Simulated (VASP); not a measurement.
# KF (Carobbiite) (I4/mmm) in VASP: notebook

The runs below take KF (Carobbiite) through single point, with PBEsol.

Everything below comes from runs of VASP 6.6.1. Logs are shortened: lines on timing, memory, paths and dates and some standing lists are left out, and cuts for length are marked.

**1. The cell of the first run**

Symmetry: I4/mmm, No. 139, tetragonal system. Conventional cell: a = 3.829 Å, b = 3.829 Å, c = 5.261 Å, α = 90.00°, β = 90.00°, γ = 90.00°. K (site symmetry 4/mmm) has 6 F at 2.63 to 2.71 Å within 3.5 Å. F (site symmetry 4/mmm) has 6 K at 2.63 to 2.71 Å within 3.5 Å.

**2. Single point, PBEsol (in-plane strain +0.02, then relaxed in part)**

INCAR

```
  ALGO = Normal
  EDIFF = 1E-6
  ENCUT = 520
  GGA = PS
  ISIF = 2
  ISMEAR = 0
  LASPH = True
  LCHARG = False
  LREAL = False
  LWAVE = False
  NBANDS = 15
  NELM = 80
  PREC = Accurate
  SIGMA = 0.01
```

KPOINTS

```
k-points
0
Gamma
  8 8 8
```

POSCAR

```
KF
1.0
    2.7072711892      2.7072711892      0.0000000000
   -2.7072711892      2.7072711892      0.0000000000
    0.0000000000      2.7072711892      2.6302862306
K F
1 1
Direct
    0.0000000000      0.0000000000      0.0000000000
    0.5000000000      0.5000000000      0.0000000000
```

Potentials or basis: VASP PAW PBE potentials, release 64 (K_sv, F).

The run is started by

```sh
> cat potpaw_PBE.64/K_sv/POTCAR potpaw_PBE.64/F/POTCAR > POTCAR
> mpirun -np 1 vasp_std > vasp.out
```

OUTCAR:

```text
EDIFF = 1E-6
   ENCUT = 520
   GGA = PS
   ISIF = 2
   ISMEAR = 0
   LASPH = True
   LREAL = False
   NELM = 80
   PREC = Accurate

 ion  position               nearest neighbor table
   1  0.000  0.000  0.000-   2 2.63   2 2.63   2 2.71   2 2.71   2 2.71   2 2.71
   2  0.500  0.500  0.000-   1 2.63   1 2.63   1 2.71   1 2.71   1 2.71   1 2.71

  LATTYP: Found a body centered tetragonal cell.
 ALAT       =     3.8286596328
 C/A-ratio  =     1.3739984657

  Lattice vectors:

 A1 = (   2.7072711892,   0.0000000000,  -2.6302862306)
 A2 = (  -2.7072711892,   0.0000000000,  -2.6302862306)
 A3 = (   0.0000000000,   2.7072711892,   2.6302862306)

Analysis of symmetry for initial positions (statically):
=====================================================================
 Subroutine PRICEL returns:
 Original cell was already a primitive cell.

 Routine SETGRP: Setting up the symmetry group for a
 body centered tetragonal supercell.

 Subroutine GETGRP returns: Found 16 space group operations
 (whereof 16 operations were pure point group operations)
 out of a pool of 16 trial point group operations.

The static configuration has the point symmetry D_4h.

Analysis of symmetry for dynamics (positions and initial velocities):
=====================================================================
 Subroutine PRICEL returns:
 Original cell was already a primitive cell.

 Routine SETGRP: Setting up the symmetry group for a
 body centered tetragonal supercell.

 Subroutine GETGRP returns: Found 16 space group operations
 (whereof 16 operations were pure point group operations)
 out of a pool of 16 trial point group operations.

The dynamic configuration has the point symmetry D_4h.

 Subroutine INISYM returns: Found 16 space group operations
 (whereof 16 operations are pure point group operations),
 and found     1 'primitive' translations

----------------------------------------------------------------------------------------

                                     Primitive cell

  volume of cell :      38.5564

  direct lattice vectors                    reciprocal lattice vectors
     2.707271189  2.707271189  0.000000000     0.184687815  0.184687815 -0.190093380
    -2.707271189  2.707271189  0.000000000    -0.184687815  0.184687815 -0.190093380
     0.000000000  2.707271189  2.630286231     0.000000000  0.000000000  0.380186760

  length of vectors
     3.828659633  3.828659633  3.774615603     0.323039736  0.323039736  0.380186760

  position of ions in fractional coordinates (direct lattice)
     0.000000000  0.000000000  0.000000000
     0.500000000  0.500000000  0.000000000

  ion indices of the primitive-cell ions
   primitive index   ion index
                 1           1
                 2           2

----------------------------------------------------------------------------------------

 KPOINTS: k-points

Automatic generation of k-mesh.
 Grid dimensions read from file:
 generate k-points for:    8    8    8

 Generating k-lattice:

  Cartesian coordinates                     Fractional coordinates (reciprocal lattice)
     0.023085977  0.023085977 -0.023761673     0.125000000  0.000000000 -0.000000000
    -0.023085977  0.023085977 -0.023761673     0.000000000  0.125000000 -0.000000000
     0.000000000  0.000000000  0.047523345     0.000000000  0.000000000  0.125000000

  Length of vectors
     0.040379967  0.040379967  0.047523345

  Shift w.r.t. Gamma in fractional coordinates (k-lattice)
     0.000000000  0.000000000  0.000000000

 Subroutine IBZKPT returns following result:
 ===========================================

 Found     59 irreducible k-points:

 Following reciprocal coordinates:
            Coordinates               Weight
  0.000000  0.000000  0.000000      1.000000
  0.125000  0.000000 -0.000000      8.000000
  0.250000  0.000000 -0.000000      8.000000
  0.375000  0.000000  0.000000      8.000000
  0.500000  0.000000 -0.000000      4.000000
  0.125000  0.125000 -0.000000      8.000000
[... 16 lines left out ...]
  0.250000  0.000000  0.125000      4.000000
  0.375000  0.000000  0.125000      8.000000
 [... further k-points ...]
   k-points           NKPTS =     59   k-points in BZ     NKDIM =     59   number of bands    NBANDS=     15
   number of dos      NEDOS =    301   number of ions     NIONS =      2
   total plane-waves  NPLWV =  21952
   dimension x,y,z NGX =    28 NGY =   28 NGZ =   28
   dimension x,y,z NGXF=    56 NGYF=   56 NGZF=   56
   ions per type =               1   1
   NGX,Y,Z   is equivalent  to a cutoff of  12.16, 12.16, 12.33 a.u.
   NGXF,Y,Z  is equivalent  to a cutoff of  24.32, 24.32, 24.66 a.u.
 SYSTEM =  unknown system
   PREC   = accura    normal or accurate (medium, high low for compatibility)
   ISTART =      0    job   : 0-new  1-cont  2-samecut
   ICHARG =      2    charge: 1-file 2-atom 10-const
   ISPIN  =      1    spin polarized calculation?
   LNONCOLLINEAR =      F non collinear calculations
   LSORBIT =      F    spin-orbit coupling
   LASPH  =      T    aspherical Exc in radial PAW
   ENCUT  =  520.0 eV  38.22 Ry    6.18 a.u.   7.12  7.12  7.02*2*pi/ulx,y,z
   NELM   =     80;   NELMIN=  2; NELMDL= -5     # of ELM steps
   EDIFF  = 0.1E-05   stopping-criterion for ELM
   LREAL  =      F    real-space projection
   EDIFFG = 0.1E-04   stopping-criterion for IOM
   NSW    =      0    number of steps for IOM
   IBRION =     -1    ionic relax: 0-MD 1-quasi-New 2-CG
   NFREE  =      0    steps in history (QN), initial steepest desc. (CG)
   ISIF   =      2    stress and relaxation
   ISYM   =      2    0-nonsym 1-usesym 2-fastsym
   POTIM  = 0.5000    time-step for ionic-motion
   TEBEG  =    0.0;   TEEND  =   0.0 temperature during run
   PSTRESS=    0.0 pullay stress
   NELECT =      16.0000    total number of electrons
   NUPDOWN=      -1.0000    fix difference up-down
   EMIN   =  10.00;   EMAX   =-10.00  energy-range for DOS
   EFERMI =   0.00;   METHOD = LEGACY
   ISMEAR =     0;   SIGMA  =   0.01  broadening in eV -4-tet -1-fermi 0-gaus
   EFERMI_NEDOS =   21; number of points for ismear=-14 and -15
   IALGO  =     38    algorithm
   IMIX   =      4    mixing-type and parameters
     AMIX     =   0.40;   BMIX     =  1.00
     AMIX_MAG =   1.60;   BMIX_MAG =  1.00
  volume/ion in A,a.u.               =      19.28       130.10
  Fermi-wavevector in a.u.,A,eV,Ry     =   1.221095  2.307534 20.287267  1.491072
  Thomas-Fermi vector in A             =   2.356289
   LORBIT       =      0    0 simple, 1 ext, 2 COOP (PROOUT), +10 PAW based schemes
   GGA     = PS    functional components
   LHFCALC =     F    Hartree Fock is set to
   AEXX    =    0.0000 exact exchange contribution
   IVDW    =     0    specifies the selected vdW correction
   LEPSILON=     F    determine dielectric tensor
   LRPA    =     F    only Hartree local field effects (RPA)
 non-spin polarized calculation
 Gauss-broadening in eV      SIGMA  =   0.01
  energy-cutoff  :      520.00
  volume of cell :       38.56
 maximum number of plane-waves:      1054
   NGX = 15   NGY = 15   NGZ = 13

 number of electron      15.9999996 magnetization

 Free energy of the ion-electron system (eV)
  ---------------------------------------------------
  ext. energy  EPLUGINS =         0.00000000
  ---------------------------------------------------
  free energy    TOTEN  =        -8.51481717 eV

  energy without entropy =       -8.51481717  energy(sigma->0) =       -8.51481717

 E-fermi :  -2.7646     XC(G=0):  -8.5557

 val. band max:       -2.9047741693   @ k =   0.0000   0.0000   0.0000
 cond. band min:       3.0394106531   @ k =   0.0000   0.0000   0.0000
 fundamental gap:      5.9441848224
 Fermi energy:        -2.7646352840

 k-point     1 :       0.0000    0.0000    0.0000
  band No.  band energies     occupation
      1     -28.9266      2.00000
      2     -21.4585      2.00000
      3     -12.2479      2.00000
      4     -12.2479      2.00000
      5     -12.2440      2.00000
      6      -2.9488      2.00000
      7      -2.9488      2.00000
      8      -2.9048      2.00000
      9       3.0394      0.00000
     10       7.6199      0.00000
     11       7.6199      0.00000
     12       7.7911      0.00000
     13       9.1912      0.00000
     14       9.4820      0.00000
     15      13.7235      0.00000

 k-point     2 :       0.1250    0.0000   -0.0000
  band No.  band energies     occupation
      1     -28.9131      2.00000
      2     -21.4710      2.00000
      3     -12.2877      2.00000
      4     -12.2556      2.00000
      5     -12.2477      2.00000
      6      -3.0788      2.00000
      7      -2.9989      2.00000
      8      -2.9731      2.00000
      9       3.4717      0.00000
     10       7.4089      0.00000
     11       7.8326      0.00000
     12       7.9470      0.00000
     13       9.3364      0.00000
     14       9.6250      0.00000
     15      14.4867      0.00000

 k-point     3 :       0.2500    0.0000   -0.0000
  band No.  band energies     occupation
      1     -28.8801      2.00000
      2     -21.5019      2.00000
      3     -12.3852      2.00000
      4     -12.2740      2.00000
      5     -12.2542      2.00000
      6      -3.3776      2.00000
      7      -3.1172      2.00000
      8      -3.1069      2.00000
      9       4.5492      0.00000
     10       7.0469      0.00000
     11       8.3490      0.00000
     12       8.4622      0.00000
     13       9.8024      0.00000
     14      10.0588      0.00000
     15      15.5162      0.00000
[... 343 lines left out ...]
 k-point    23 :       0.2500    0.0000    0.1250
  band No.  band energies     occupation
      1     -28.8944      2.00000
      2     -21.4839      2.00000
      3     -12.3276      2.00000
      4     -12.3110      2.00000
      5     -12.2509      2.00000
      6      -3.2759      2.00000
      7      -3.0982      2.00000
      8      -2.9415      2.00000
      9       4.0951      0.00000
     10       7.0483      0.00000
     11       8.0613      0.00000
     12       8.4416      0.00000
     13       9.5383      0.00000
     14       9.8150      0.00000
     15      15.4258      0.00000

 k-point    24 :       0.3750    0.0000    0.1250
  band No.  band energies     occupation
      1     -28.8620      2.00000
      2     -21.5081      2.00000
      3     -12.4306      2.00000
      4     -12.3462      2.00000
      5     -12.2698      2.00000
      6      -3.4913      2.00000
      7      -3.2079      2.00000
      8      -3.0343      2.00000
      9       5.1738      0.00000
     10       6.8512      0.00000
     11       8.6104      0.00000
     12       8.8057      0.00000
     13       9.9578      0.00000
     14      10.4848      0.00000
     15      14.8797      0.00000

 [... further k-points ...]
[... 5 lines left out ...]
  --------------------------------------------------------------------------------------
  -------------------------------------------------------------------------------------
  Total       -0.3249456     -0.3249456      0.0252213      0.0000000      0.0000000      0.0000000
  in kB      -13.5028284    -13.5028284      1.0480508      0.0000000      0.0000000      0.0000000
  external PRESSURE =      -8.6525353 kB  Pullay stress =       0.0000000 kB

 VOLUME and BASIS-vectors are now :
 -----------------------------------------------------------------------------
  energy-cutoff  :      520.00
  volume of cell :       38.56
      direct lattice vectors                 reciprocal lattice vectors
     2.707271189  2.707271189  0.000000000     0.184687815  0.184687815 -0.190093380
    -2.707271189  2.707271189  0.000000000    -0.184687815  0.184687815 -0.190093380
     0.000000000  2.707271189  2.630286231     0.000000000  0.000000000  0.380186760

 POSITION                                       TOTAL-FORCE (eV/Angst)
 -----------------------------------------------------------------------------------
      0.00000      0.00000      0.00000         0.000000     -0.000000      0.000000
      0.00000      2.70727      0.00000         0.000000      0.000000      0.000000
 -----------------------------------------------------------------------------------
    total drift:                               -0.000000      0.000000      0.000000

  FREE ENERGIE OF THE ION-ELECTRON SYSTEM (eV)
  ---------------------------------------------------
  free  energy   TOTEN  =        -8.5148171678 eV

  energy  without entropy=       -8.5148171678  energy(sigma->0) =       -8.51481717
```

It took 18 s on 1 thread of Intel Xeon 6975P-C (Granite Rapids), shared host; peak memory 0.17 GiB.

Results:

```yaml
Free_energy: -8.5148 eV
Pressure: -0.9 GPa
Band_gap_on_the_k_mesh: 5.94 eV, direct
```

Stress tensor (GPa, compression positive):
```
-1.35  0.00  0.00
 0.00 -1.35  0.00
 0.00  0.00  0.10
```

Caveat: the cell differs from its parent crystal (in-plane strain +0.02, then relaxed in part); the PAW data sets were made with another functional, which shifts forces and pressure a little. A k mesh can miss the band edges.

**3. Single point, PBEsol (in-plane strain +0.02)**

INCAR

```
PREC     = Accurate       # precision mode
ENCUT    = 520            # plane-wave cutoff, eV
EDIFF    = 1E-6           # SCF threshold, eV
ISMEAR   = 0              # smearing method
SIGMA    = 0.01           # smearing width, eV
LREAL    = F              # projectors in reciprocal space
LASPH    = T              # aspherical terms in the spheres
NELM     = 100            # most SCF steps
ALGO     = Normal         # electronic algorithm
ISIF     = 2              # what is computed and relaxed
LWAVE    = F              # write WAVECAR
LCHARG   = F              # write CHGCAR
GGA      = PS             # functional
NBANDS   = 15             # bands
```

KPOINTS

```
Automatic mesh
0
Gamma
  8 8 8
```

Changes to POSCAR since step 2:

```diff
@@ -4,3 +4,3 @@
    -2.7072711892      2.7072711892      0.0000000000
-    0.0000000000      2.7072711892      2.6302862306
+    0.0000000000      2.7072711892      2.6223371912
 K F
```

Potentials or basis: VASP PAW PBE potentials, release 64 (K_sv, F).

The run is started by

```sh
> cat potpaw_PBE.64/K_sv/POTCAR potpaw_PBE.64/F/POTCAR > POTCAR
> mpirun -np 1 vasp_std > vasp.out
```

Wall time 19 s (1 thread of Intel Xeon 6975P-C (Granite Rapids), shared host); peak memory 0.17 GiB.

Results (log left out):

* Free energy: -8.5145 eV
* Pressure: -0.8 GPa
* Band gap on the k mesh: 5.95 eV, direct

Stress tensor (GPa, compression positive):
```
-1.31  0.00  0.00
 0.00 -1.31  0.00
 0.00  0.00  0.34
```

Levels at points of the mesh, in eV from the valence-band top:
| k point | band 6 | band 7 | band 8 | band 9 | band 10 | band 11 |
| --- | --- | --- | --- | --- | --- | --- |
| (0.00, 0.00, 0.00) | -0.05 | -0.05 | 0.00 | 5.95 | 10.52 | 10.52 |
| (0.50, 0.00, 0.00) | -0.84 | -0.39 | -0.38 | 8.91 | 10.37 | 11.88 |
| (0.50, 0.50, 0.00) | -0.28 | -0.11 | -0.05 | 8.10 | 10.15 | 11.47 |
| (0.00, 0.00, 0.50) | -0.19 | -0.11 | -0.11 | 7.99 | 10.19 | 11.76 |

Caveat: the cell differs from its parent crystal (in-plane strain +0.02); the PAW data sets were made with another functional, which shifts forces and pressure a little. A k mesh can miss the band edges.

**4. Single point, PBEsol (film at in-plane strain +0.02)**

INCAR

```
SYSTEM = KF
PREC = Accurate ; ENCUT = 520
EDIFF = 1E-6 ; ISMEAR = 0
SIGMA = 0.01 ; LREAL = .False.
LASPH = .True. ; NELM = 60
ALGO = Normal ; ISIF = 2
LWAVE = .False. ; LCHARG = .False.
GGA = PS ; NBANDS = 15
```

KPOINTS

```
regular mesh
0
Gamma
  8 8 8
  0 0 0
```

Changes to POSCAR since step 3:

```diff
@@ -4,3 +4,3 @@
    -2.7072711892      2.7072711892      0.0000000000
-    0.0000000000      2.7072711892      2.6223371912
+    0.0000000000      2.7072711892      2.6302862306
 K F
```

Potentials or basis: VASP PAW PBE potentials, release 64 (K_sv, F).

The run is started by

```sh
> cat potpaw_PBE.64/K_sv/POTCAR potpaw_PBE.64/F/POTCAR > POTCAR
> mpirun -np 1 vasp_std > vasp.out
```

OUTCAR:

```text
SYSTEM = KF
   PREC = Accurate
   ENCUT = 520
   EDIFF = 1E-6
   ISMEAR = 0
   LREAL = .False.
   LASPH = .True.
   NELM = 60
   ISIF = 2
   GGA = PS

 ion  position               nearest neighbor table
   1  0.000  0.000  0.000-   2 2.63   2 2.63   2 2.71   2 2.71   2 2.71   2 2.71
   2  0.500  0.500  0.000-   1 2.63   1 2.63   1 2.71   1 2.71   1 2.71   1 2.71

  LATTYP: Found a body centered tetragonal cell.
 ALAT       =     3.8286596328
 C/A-ratio  =     1.3739984657

  Lattice vectors:

 A1 = (   2.7072711892,   0.0000000000,  -2.6302862306)
 A2 = (  -2.7072711892,   0.0000000000,  -2.6302862306)
 A3 = (   0.0000000000,   2.7072711892,   2.6302862306)
[... 611 lines left out ...]
     14      10.4848      0.00000
     15      14.8797      0.00000

 [... further k-points ...]
[... 5 lines left out ...]
  --------------------------------------------------------------------------------------
  -------------------------------------------------------------------------------------
  Total       -0.3249456     -0.3249456      0.0252213      0.0000000      0.0000000      0.0000000
  in kB      -13.5028284    -13.5028284      1.0480508      0.0000000      0.0000000      0.0000000
  external PRESSURE =      -8.6525353 kB  Pullay stress =       0.0000000 kB

 VOLUME and BASIS-vectors are now :
 -----------------------------------------------------------------------------
  energy-cutoff  :      520.00
  volume of cell :       38.56
      direct lattice vectors                 reciprocal lattice vectors
     2.707271189  2.707271189  0.000000000     0.184687815  0.184687815 -0.190093380
    -2.707271189  2.707271189  0.000000000    -0.184687815  0.184687815 -0.190093380
     0.000000000  2.707271189  2.630286231     0.000000000  0.000000000  0.380186760

 POSITION                                       TOTAL-FORCE (eV/Angst)
 -----------------------------------------------------------------------------------
      0.00000      0.00000      0.00000         0.000000     -0.000000      0.000000
      0.00000      2.70727      0.00000         0.000000      0.000000      0.000000
 -----------------------------------------------------------------------------------
    total drift:                               -0.000000      0.000000      0.000000

  FREE ENERGIE OF THE ION-ELECTRON SYSTEM (eV)
  ---------------------------------------------------
  free  energy   TOTEN  =        -8.5148171678 eV

  energy  without entropy=       -8.5148171678  energy(sigma->0) =       -8.51481717
```

Run time: 16 s. Hardware: 1 thread of Intel Xeon 6975P-C (Granite Rapids), shared host; peak memory 0.17 GiB.

What came out:

```yaml
Free_energy: -8.5148 eV
Pressure: -0.9 GPa
Band_gap_on_the_k_mesh: 5.94 eV, direct
```

Levels at points of the mesh, in eV from the valence-band top:
| k point | band 5 | band 6 | band 7 | band 8 | band 9 | band 10 | band 11 | band 12 |
| --- | --- | --- | --- | --- | --- | --- | --- | --- |
| (0.00, 0.00, 0.00) | -9.34 | -0.04 | -0.04 | 0.00 | 5.94 | 10.52 | 10.52 | 10.70 |
| (0.50, 0.00, 0.00) | -9.36 | -0.83 | -0.38 | -0.37 | 8.90 | 10.35 | 11.88 | 12.07 |
| (0.50, 0.50, 0.00) | -9.53 | -0.27 | -0.10 | -0.05 | 8.10 | 10.14 | 11.46 | 13.52 |
| (0.00, 0.00, 0.50) | -9.57 | -0.20 | -0.11 | -0.11 | 8.00 | 10.17 | 11.72 | 13.51 |

Caveat: the cell differs from its parent crystal (film at in-plane strain +0.02); the PAW data sets were made with another functional, which shifts forces and pressure a little.
